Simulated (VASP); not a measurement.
Wanted: the native input for a VASP 6.6.1 run.

* Task: relaxation of the atoms
* Functional: r2SCAN
* Potentials or basis: VASP PAW PBE potentials, release 64 (Zn, S)
* Cutoff: 520 eV
* k mesh: 6 × 6 × 4
* Occupations: gaussian, width 0.02 eV
* Spin: no spin polarisation
* Dipole correction: no
* Further INCAR settings: ALGO = Normal; EDIFF = 1e-06; IBRION = 2; EDIFFG = -0.008; NSW = 60

Crystal: ZnS.

```xyz
4
Lattice="3.8065 0.0000 0.0000 -1.9033 3.2965 0.0000 0.0000 0.0000 6.0575" Properties=species:S:1:pos:R:3 pbc="T T T"
Zn    0.0000    2.1977   -0.0092
Zn    1.9033    1.0988    3.0195
S     0.0000    2.1977    2.2807
S     1.9033    1.0988    5.3095
```

This cell differs from its parent crystal: strain along c alone, the other axes held: -3.0 %.

The input as run:

POSCAR

```
ZnS
1.0
    3.8065185602      0.0000000000      0.0000000000
   -1.9032592801      3.2965417732      0.0000000000
    0.0000000000      0.0000000000      6.0574587974
Zn S
2 2
Direct
    0.3333333333      0.6666666667     -0.0015153939
    0.6666666667      0.3333333333      0.4984846061
    0.3333333333      0.6666666667      0.3765153939
    0.6666666667      0.3333333333      0.8765153939
```

INCAR.step1

```
ALGO = Normal
EDIFF = 1E-4
ENCUT = 520
GGA = PE
ISMEAR = 0
LASPH = T
LCHARG = F
LREAL = F
LWAVE = T
NELM = 80
PREC = Accurate
SIGMA = 0.02
```

INCAR.step2

```
ALGO = Normal
EDIFF = 1E-6
EDIFFG = -0.008
ENCUT = 520
IBRION = 2
ISIF = 2
ISMEAR = 0
ISTART = 1
LASPH = T
LCHARG = F
LMIXTAU = T
LREAL = F
LWAVE = F
METAGGA = R2SCAN
NELM = 80
NSW = 60
PREC = Accurate
SIGMA = 0.02
```

KPOINTS

```
k-points
0
Gamma
  6 6 4
```

Potentials or basis: VASP PAW PBE potentials, release 64 (Zn, S).

The run is started by

```console
$ cat potpaw_PBE.64/Zn/POTCAR potpaw_PBE.64/S/POTCAR > POTCAR
$ cp INCAR.step1 INCAR
$ mpirun -np 1 vasp_std > vasp.out
$ cp INCAR.step2 INCAR
$ mpirun -np 1 vasp_std > vasp.out
```

It gave:

```
Energy gained by relaxing    : 0.3 meV/atom
Ionic steps                  : 3
Pressure after relaxing      : 2.6 GPa
Largest force after relaxing : 0.008 eV/Å
Band gap on the k mesh       : 2.95 eV
```

Caveat: the cell differs from its parent crystal (strain along c alone, the other axes held: -3.0 %); the PAW data sets were made with another functional, which shifts forces and pressure a little.

Wall time 2.6 min on 1 thread of Intel(R) Xeon(R) 6975P-C (Granite Rapids) (shared host), peak memory 0.2 GiB.
